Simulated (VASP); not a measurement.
# CdF2 in VASP: a series of runs

The runs below take CdF2 through single point, with PBE.

Everything below comes from runs of VASP 6.6.1. Logs are shortened: lines on timing, memory, paths and dates and some standing lists are left out, and cuts for length are marked.

### 1 The cell of the first run

The structure is cubic, space group Fm-3m (No. 225). Conventional cell: a = 5.226 Å, b = 5.226 Å, c = 5.226 Å, α = 90.00°, β = 90.00°, γ = 90.00°. Cd (site symmetry m-3m) has 8 F at 2.26 Å within 3.0 Å. Within 3.0 Å of F (site symmetry -43m) lie 4 Cd at 2.26 Å and 6 F at 2.61 Å.

### 2 Single point, PBE (strain -0.030 along x and y, -0.030 along z)

Input file INCAR:

```
SYSTEM = CdF2
PREC = Accurate ; ENCUT = 700
EDIFF = 1E-6 ; ISMEAR = 0
SIGMA = 0.05 ; LREAL = .False.
LASPH = .True. ; NELM = 120
ALGO = Normal ; ISIF = 2
LWAVE = .False. ; LCHARG = .False.
GGA = PE ; NBANDS = 24
GGA_COMPAT = .False.
```

Input file KPOINTS:

```
Automatic mesh
0
Gamma
  8 8 8
  0 0 0
```

Input file POSCAR:

```
CdF2
1.0
    0.0000000000      2.6131800000      2.6131800000
    2.6131800000      0.0000000000      2.6131800000
    2.6131800000      2.6131800000      0.0000000000
Cd F
1 2
Direct
    0.0000000000      0.0000000000      0.0000000000
    0.2500000000      0.2500000000      0.2500000000
    0.7500000000      0.7500000000      0.7500000000
```

Potentials or basis: VASP PAW PBE potentials, release 64 (Cd_sv_GW, F).

Launch:

```bash
cat potpaw_PBE.64/Cd_sv_GW/POTCAR potpaw_PBE.64/F/POTCAR > POTCAR
mpirun -np 1 vasp_std > vasp.out
```

OUTCAR:

```text
SYSTEM = CdF2
   PREC = Accurate
   ENCUT = 700
   EDIFF = 1E-6
   ISMEAR = 0
   LREAL = .False.
   LASPH = .True.
   NELM = 120
   ISIF = 2
   GGA = PE

 ion  position               nearest neighbor table
   1  0.000  0.000  0.000-   3 2.26   3 2.26   3 2.26   2 2.26   3 2.26   2 2.26   2 2.26   2 2.26

   2  0.250  0.250  0.250-   1 2.26   1 2.26   1 2.26   1 2.26
   3  0.750  0.750  0.750-   1 2.26   1 2.26   1 2.26   1 2.26

  LATTYP: Found a face centered cubic cell.
 ALAT       =     5.2263600000

  Lattice vectors:

 A1 = (   0.0000000000,   2.6131800000,   2.6131800000)
 A2 = (   2.6131800000,   0.0000000000,   2.6131800000)
 A3 = (   2.6131800000,   2.6131800000,   0.0000000000)

Analysis of symmetry for initial positions (statically):
=====================================================================
 Subroutine PRICEL returns:
 Original cell was already a primitive cell.

 Routine SETGRP: Setting up the symmetry group for a
 face centered cubic supercell.

 Subroutine GETGRP returns: Found 48 space group operations
 (whereof 48 operations were pure point group operations)
 out of a pool of 48 trial point group operations.

The static configuration has the point symmetry O_h .

Analysis of symmetry for dynamics (positions and initial velocities):
=====================================================================
 Subroutine PRICEL returns:
 Original cell was already a primitive cell.

 Routine SETGRP: Setting up the symmetry group for a
 face centered cubic supercell.

 Subroutine GETGRP returns: Found 48 space group operations
 (whereof 48 operations were pure point group operations)
 out of a pool of 48 trial point group operations.

The dynamic configuration has the point symmetry O_h .

 Subroutine INISYM returns: Found 48 space group operations
 (whereof 48 operations are pure point group operations),
 and found     1 'primitive' translations

----------------------------------------------------------------------------------------

                                     Primitive cell

  volume of cell :      35.6893

  direct lattice vectors                    reciprocal lattice vectors
     0.000000000  2.613180000  2.613180000    -0.191337757  0.191337757  0.191337757
     2.613180000  0.000000000  2.613180000     0.191337757 -0.191337757  0.191337757
     2.613180000  2.613180000  0.000000000     0.191337757  0.191337757 -0.191337757

  length of vectors
[... 70 lines left out ...]
   dimension x,y,z NGXF=    64 NGYF=   64 NGZF=   64
   ions per type =               1   2
   NGX,Y,Z   is equivalent  to a cutoff of  14.40, 14.40, 14.40 a.u.
   NGXF,Y,Z  is equivalent  to a cutoff of  28.79, 28.79, 28.79 a.u.
 SYSTEM =  CdF2
   PREC   = accura    normal or accurate (medium, high low for compatibility)
   ISTART =      0    job   : 0-new  1-cont  2-samecut
   ICHARG =      2    charge: 1-file 2-atom 10-const
   ISPIN  =      1    spin polarized calculation?
   LNONCOLLINEAR =      F non collinear calculations
   LSORBIT =      F    spin-orbit coupling
   LASPH  =      T    aspherical Exc in radial PAW
   ENCUT  =  700.0 eV  51.45 Ry    7.17 a.u.   7.97  7.97  7.97*2*pi/ulx,y,z
   NELM   =    120;   NELMIN=  2; NELMDL= -5     # of ELM steps
   EDIFF  = 0.1E-05   stopping-criterion for ELM
   LREAL  =      F    real-space projection
[... 7 lines left out ...]
   TEBEG  =    0.0;   TEEND  =   0.0 temperature during run
   PSTRESS=    0.0 pullay stress
   NELECT =      34.0000    total number of electrons
   NUPDOWN=      -1.0000    fix difference up-down
   EMIN   =  10.00;   EMAX   =-10.00  energy-range for DOS
   EFERMI =   0.00;   METHOD = LEGACY
   ISMEAR =     0;   SIGMA  =   0.05  broadening in eV -4-tet -1-fermi 0-gaus
   EFERMI_NEDOS =   21; number of points for ismear=-14 and -15
   IALGO  =     38    algorithm
   IMIX   =      4    mixing-type and parameters
     AMIX     =   0.40;   BMIX     =  1.00
     AMIX_MAG =   1.60;   BMIX_MAG =  1.00
  volume/ion in A,a.u.               =      11.90        80.28
  Fermi-wavevector in a.u.,A,eV,Ry     =   1.610850  3.044065 35.304918  2.594838
  Thomas-Fermi vector in A             =   2.706334
   LORBIT       =      0    0 simple, 1 ext, 2 COOP (PROOUT), +10 PAW based schemes
   GGA     = PE    functional components
   LHFCALC =     F    Hartree Fock is set to
   AEXX    =    0.0000 exact exchange contribution
   IVDW    =     0    specifies the selected vdW correction
   LEPSILON=     F    determine dielectric tensor
   LRPA    =     F    only Hartree local field effects (RPA)
 non-spin polarized calculation
 Gauss-broadening in eV      SIGMA  =   0.05
  energy-cutoff  :      700.00
  volume of cell :       35.69
 maximum number of plane-waves:      1524
   NGX = 15   NGY = 15   NGZ = 15

 number of electron      34.0000009 magnetization

 Free energy of the ion-electron system (eV)
  ---------------------------------------------------
  ext. energy  EPLUGINS =         0.00000000
  ---------------------------------------------------
  free energy    TOTEN  =       -10.73243558 eV

  energy without entropy =      -10.73243558  energy(sigma->0) =      -10.73243558

 E-fermi :   1.7762     XC(G=0): -11.0738

 val. band max:        1.5703243115   @ k =  -0.2500   0.5000   0.2500
 cond. band min:       4.9926626813   @ k =   0.0000   0.0000   0.0000
 fundamental gap:      3.4223383698
 Fermi energy:         1.7762453899

 k-point     1 :       0.0000    0.0000    0.0000
  band No.  band energies     occupation
      1     -96.7044      2.00000
      2     -57.8120      2.00000
      3     -57.8120      2.00000
      4     -57.8120      2.00000
      5     -19.7897      2.00000
      6     -18.4117      2.00000
[... 637 lines left out ...]
     23      20.9101      0.00000
     24      24.1051      0.00000

 [... further k-points ...]
[... 5 lines left out ...]
  --------------------------------------------------------------------------------------
  -------------------------------------------------------------------------------------
  Total        4.1004114      4.1004114      4.1004114     -0.0000000     -0.0000000     -0.0000000
  in kB      184.0772188    184.0772188    184.0772188     -0.0000000     -0.0000000     -0.0000000
  external PRESSURE =     184.0772188 kB  Pullay stress =       0.0000000 kB

 VOLUME and BASIS-vectors are now :
 -----------------------------------------------------------------------------
  energy-cutoff  :      700.00
  volume of cell :       35.69
      direct lattice vectors                 reciprocal lattice vectors
     0.000000000  2.613180000  2.613180000    -0.191337757  0.191337757  0.191337757
     2.613180000  0.000000000  2.613180000     0.191337757 -0.191337757  0.191337757
     2.613180000  2.613180000  0.000000000     0.191337757  0.191337757 -0.191337757

 POSITION                                       TOTAL-FORCE (eV/Angst)
 -----------------------------------------------------------------------------------
      0.00000      0.00000      0.00000        -0.000000     -0.000000     -0.000000
      1.30659      1.30659      1.30659        -0.000000     -0.000000     -0.000000
      3.91977      3.91977      3.91977         0.000000      0.000000      0.000000
 -----------------------------------------------------------------------------------
    total drift:                                0.000000     -0.000000      0.000000

  FREE ENERGIE OF THE ION-ELECTRON SYSTEM (eV)
  ---------------------------------------------------
  free  energy   TOTEN  =       -10.7324355802 eV

  energy  without entropy=      -10.7324355802  energy(sigma->0) =      -10.73243558
```

OSZICAR:

```text
N       E                     dE             d eps       ncg     rms          rms(c)
DAV:   1     0.663809287329E+03    0.66381E+03   -0.23164E+04  1416   0.239E+03
DAV:   2     0.474305528961E+02   -0.61638E+03   -0.55888E+03  1400   0.711E+02
DAV:   3    -0.102213607904E+02   -0.57652E+02   -0.56999E+02  2088   0.243E+02
DAV:   4    -0.122470017881E+02   -0.20256E+01   -0.20252E+01  1600   0.476E+01
DAV:   5    -0.123150082191E+02   -0.68006E-01   -0.68005E-01  2104   0.882E+00    0.147E+01
DAV:   6    -0.107253148266E+02    0.15897E+01   -0.36551E+00  2024   0.438E+01    0.120E+01
DAV:   7    -0.107380874865E+02   -0.12773E-01   -0.42668E-01  1448   0.687E+00    0.786E+00
DAV:   8    -0.107393414781E+02   -0.12540E-02   -0.10335E-01  2008   0.634E+00    0.147E+00
DAV:   9    -0.107325868737E+02    0.67546E-02   -0.34138E-02  2160   0.513E+00    0.482E-01
DAV:  10    -0.107323546934E+02    0.23218E-03   -0.28154E-03  2032   0.970E-01    0.169E-01
DAV:  11    -0.107324258494E+02   -0.71156E-04   -0.34533E-04  2008   0.520E-01    0.123E-02
DAV:  12    -0.107324328821E+02   -0.70327E-05   -0.45250E-05  1672   0.637E-02    0.138E-02
DAV:  13    -0.107324357785E+02   -0.28964E-05   -0.40044E-06  1616   0.623E-02    0.241E-03
DAV:  14    -0.107324355802E+02    0.19827E-06   -0.40919E-07  1256   0.274E-02
   1 F= -.10732436E+02 E0= -.10732436E+02  d E =-.142291E-10
```

stdout:

```text
POSCAR found type information on POSCAR CdF
 POSCAR found :  2 types and       3 ions
 scaLAPACK will be used
 LDA part: xc-table for (Slater+PW92), standard interpolation
 POSCAR, INCAR and KPOINTS ok, starting setup
 FFT: planning ... GRIDC
 FFT: planning ... GRID_SOFT
 FFT: planning ... GRID
 WAVECAR not read
 entering main loop
```

Wall time 14 s (1 thread of Intel Xeon 6975P-C (Granite Rapids), shared host); peak memory 0.2 GiB.

What came out:

* Free energy: -10.7324 eV
* Pressure: 18.4 GPa
* Band gap on the k mesh: 3.42 eV (least direct gap 3.79 eV)

Levels at points of the mesh, in eV from the valence-band top:
```
           k point  band 15  band 16  band 17  band 18  band 19  band 20
(0.00, 0.00, 0.00)    -0.37    -0.37    -0.37     3.42    13.12    13.12
(0.50, 0.00, 0.00)    -2.22    -0.32    -0.32     7.90     9.44    15.33
(0.50, 0.50, 0.00)    -0.71    -0.10    -0.10     8.79    10.19    12.11
```

Caveat: the cell differs from its parent crystal (strain -0.030 along x and y, -0.030 along z); the cell stands under pressure. A k mesh can miss the band edges.

### 3 Single point, PBE (strain -0.030 along x and y, +0.015 along z)

Input file INCAR:

```
ALGO = Normal
EDIFF = 1E-6
ENCUT = 700
GGA = PE
GGA_COMPAT = False
ISIF = 2
ISMEAR = 0
LASPH = True
LCHARG = False
LREAL = False
LWAVE = False
NBANDS = 24
NELM = 120
PREC = Accurate
SIGMA = 0.05
```

Input file KPOINTS:

```
k-points
0
Gamma
  8 8 8
```

Input file POSCAR:

```
CdF2
1.0
    0.0000000000      2.6131800000      2.7344100000
    2.6131800000      0.0000000000      2.7344100000
    2.6131800000      2.6131800000      0.0000000000
Cd F
1 2
Direct
    0.0000000000      0.0000000000      0.0000000000
    0.2500000000      0.2500000000      0.2500000000
    0.7500000000      0.7500000000      0.7500000000
```

Potentials or basis: VASP PAW PBE potentials, release 64 (Cd_sv_GW, F).

Launch:

```bash
cat potpaw_PBE.64/Cd_sv_GW/POTCAR potpaw_PBE.64/F/POTCAR > POTCAR
mpirun -np 1 vasp_std > vasp.out
```

OUTCAR:

```text
EDIFF = 1E-6
   ENCUT = 700
   GGA = PE
   ISIF = 2
   ISMEAR = 0
   LASPH = True
   LREAL = False
   NELM = 120
   PREC = Accurate

 ion  position               nearest neighbor table
   1  0.000  0.000  0.000-
   2  0.250  0.250  0.250-
   3  0.750  0.750  0.750-

  LATTYP: Found a body centered tetragonal cell.
 ALAT       =     3.6955945969
 C/A-ratio  =     1.4798214081

  Lattice vectors:
[... 191 lines left out ...]
      1     -97.2572      2.00000
      2     -58.3652      2.00000
      3     -58.3652      2.00000
      4     -58.3458      2.00000
      5     -19.9686      2.00000
      6     -18.7251      2.00000
[... 637 lines left out ...]
     23      20.4443      0.00000
     24      22.4393      0.00000

 [... further k-points ...]
[... 5 lines left out ...]
  --------------------------------------------------------------------------------------
  -------------------------------------------------------------------------------------
  Total        2.9686863      2.9686863      1.7903788      0.0000000     -0.0000000      0.0000000
  in kB      127.3628038    127.3628038     76.8109678      0.0000000     -0.0000000      0.0000000
  external PRESSURE =     110.5121918 kB  Pullay stress =       0.0000000 kB

 VOLUME and BASIS-vectors are now :
 -----------------------------------------------------------------------------
  energy-cutoff  :      700.00
  volume of cell :       37.34
      direct lattice vectors                 reciprocal lattice vectors
     0.000000000  2.613180000  2.734410000    -0.191337757  0.191337757  0.182854802
     2.613180000  0.000000000  2.734410000     0.191337757 -0.191337757  0.182854802
     2.613180000  2.613180000  0.000000000     0.191337757  0.191337757 -0.182854802

 POSITION                                       TOTAL-FORCE (eV/Angst)
 -----------------------------------------------------------------------------------
      0.00000      0.00000      0.00000         0.000000      0.000000      0.000000
      1.30659      1.30659      1.36721        -0.000000      0.000000      0.000000
      3.91977      3.91977      4.10161        -0.000000     -0.000000     -0.000000
 -----------------------------------------------------------------------------------
    total drift:                               -0.000000      0.000000      0.000000

  FREE ENERGIE OF THE ION-ELECTRON SYSTEM (eV)
  ---------------------------------------------------
  free  energy   TOTEN  =       -10.8712571405 eV

  energy  without entropy=      -10.8712571405  energy(sigma->0) =      -10.87125714
```

Run time: 41 s. Hardware: 1 thread of AMD EPYC 9R45 (Zen 5), shared host; peak memory 0.22 GiB.

What came out:

- Free energy: -10.8713 eV
- Pressure: 11.1 GPa
- Band gap on the k mesh: 3.19 eV (least direct gap 3.59 eV)

Stress tensor (GPa, compression positive):
```
12.74  0.00  0.00
 0.00 12.74  0.00
 0.00  0.00  7.68
```

Levels at points of the mesh, in eV from the valence-band top:
```
           k point  band 15  band 16  band 17  band 18  band 19  band 20
(0.00, 0.00, 0.00)    -0.53    -0.53    -0.40     3.19    12.85    12.85
(0.50, 0.00, 0.00)    -2.00    -0.42    -0.40     7.49     9.23    14.72
(0.50, 0.50, 0.00)    -0.81    -0.09    -0.09     8.37     9.99    12.01
(0.50, 0.00, 0.50)    -0.54    -0.21    -0.07     8.32     9.82    12.00
```

Caveat: the cell differs from its parent crystal (strain -0.030 along x and y, +0.015 along z); the stress differs along the axes, from 8 to 13 GPa.

(Continued in part 2 of 2.)
